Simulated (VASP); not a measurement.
Here is a VASP 6.6.1 calculation.

INCAR

```
SYSTEM = BP
ALGO     = Normal         ! electronic algorithm
EDIFF    = 1E-8           ! SCF threshold, eV
ENCUT    = 520            ! plane-wave cutoff, eV
GGA      = CA             ! functional
ISIF     = 2              ! what is computed and relaxed
ISMEAR   = -1             ! smearing method
LASPH    = .TRUE.         ! aspherical terms in the spheres
LCHARG   = .FALSE.        ! write CHGCAR
LEFG     = .TRUE.       
LREAL    = .FALSE.        ! projectors in reciprocal space
LWAVE    = .FALSE.        ! write WAVECAR
NBANDS   = 11             ! bands
NELM     = 80             ! most SCF steps
PREC     = Accurate       ! precision mode
SIGMA    = 0.05           ! smearing width, eV
```

File KPOINTS:

```
k-points
0
G
  15 15 15
  0 0 0
```

POSCAR

```
BP
1.0
    0.0000000000      2.2226808807      2.2226808807
    2.2226808807      0.0000000000      2.2226808807
    2.2226808807      2.2226808807      0.0000000000
B P
1 1
Direct
    0.0000000000      0.0000000000      0.0000000000
    0.7500000000      0.7500000000      0.7500000000
```

Potentials or basis: VASP PAW LDA potentials, release 64 (B, P).

Run with:

```console
$ cat potpaw_LDA.64/B/POTCAR potpaw_LDA.64/P/POTCAR > POTCAR
$ mpirun -np 1 vasp_std > vasp.out
```

Q: Estimate the band gap on the k mesh.

A: 1.12 eV, indirect (least direct gap 3.48 eV).

Q: Predict the pressure.

A: 5.5 GPa.

Caveat: without QUAD_EFG the Cq values of the log hold for a quadrupole moment of 1 mb, not for the nuclei. A k mesh can miss the band edges.
